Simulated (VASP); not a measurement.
Input of a VASP 6.6.1 run:

The input INCAR:

```
ALGO = Normal ; EDIFF = 1E-8
ENCUT = 520 ; GGA = PE
GGA_COMPAT = False ; ISIF = 2
ISMEAR = 0 ; ISPIN = 2
LASPH = True ; LCHARG = False
LDAU = True ; LDAUJ = 0 0
LDAUL = 2 -1 ; LDAUPRINT = 1
LDAUTYPE = 2 ; LDAUU = 5.3 0
LEFG = True ; LMAXMIX = 4
LORBIT = 11 ; LREAL = False
LWAVE = False ; MAGMOM = 3.9 0.17
NBANDS = 22 ; NELM = 200
PREC = Accurate ; SIGMA = 0.02
```

The input KPOINTS:

```
k-points
0
Gamma
  12 12 12
```

Contents of POSCAR:

```
FeO
1.0
    1.5845266723      0.9148269008      2.4827937714
   -1.5845266723      0.9148269008      2.4827937714
    0.0000000000     -1.8296538016      2.4827937714
Fe O
1 1
Direct
    0.0000000000      0.0000000000      0.0000000000
    0.5000000000      0.5000000000      0.5000000000
```

Potentials or basis: VASP PAW PBE potentials, release 64 (Fe_sv, O).

The run is started by

```bash
$ cat potpaw_PBE.64/Fe_sv/POTCAR potpaw_PBE.64/O/POTCAR > POTCAR
$ mpirun -np 1 vasp_std > vasp.out
```

Q: Predict the site moments.

A: Fe +3.67; O +0.18 μB.

Q: Predict the net moment.

A: 4.02 μB per cell.

Eigenvalues of the final occupation matrices:
| site | spin | trace | eigenvalues |
| --- | --- | --- | --- |
| site 1 d | 1 | 4.59 | 0.91 0.91 0.91 0.93 0.93 |
| site 1 d | 2 | 0.93 | 0.04 0.06 0.06 0.39 0.39 |

Caveat: the cell stands under tension; without QUAD_EFG the Cq values of the log hold for a quadrupole moment of 1 mb, not for the nuclei; a cell with one magnetic atom can't hold antiferromagnetic order, which such compounds often take. The state reached can hang on the start; a lower one may exist.
